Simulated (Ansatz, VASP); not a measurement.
**Ag in VASP and in Ansatz**

```xyz
6
Lattice="5.1190 0.0000 -0.0663 0.0000 4.8700 0.0000 -2.3617 0.0000 4.3803" Properties=species:S:1:pos:R:3 pbc="T T T"
Ag    0.0000    0.0000    0.0000
Ag   -1.1808    2.4350    2.1902
Ag    1.3126    2.4360    0.7076
Ag    2.6255    4.8710    1.4163
Ag    1.4447    2.4340    3.6064
Ag    0.1318   -0.0010    2.8978
```

Alike in both runs: functional PBE; k mesh 4 × 4 × 4; occupations gaussian, width 0.1 eV; no spin polarisation.

Ansatz relaxed the structure, and its values are those at the end. VASP's run is a single point on that final structure, the one shown.

|  | VASP | Ansatz |
| --- | --- | --- |
| version | VASP 6.6.1 | Ansatz 0.2.0 |
| potentials or method | VASP PAW PBE potentials, release 64 (Ag), cutoff 520 eV | scalar-relativistic, plane waves, PAW |
| valence electrons in the cell | 66 | 114 |

```csv
,VASP,Ansatz,Ansatz less VASP
gap on the k mesh at the Fermi level (eV),none,none,-
pressure (GPa),-0.2,-0.1,+0.12
```

A gap of «none» marks a metal or a gap that the smearing closes. VASP's potentials hold 66 valence electrons a cell and Ansatz's 114, so a difference there can come from the potentials and not from the codes.

The k mesh is coarse, so the values compare programs but aren't converged.
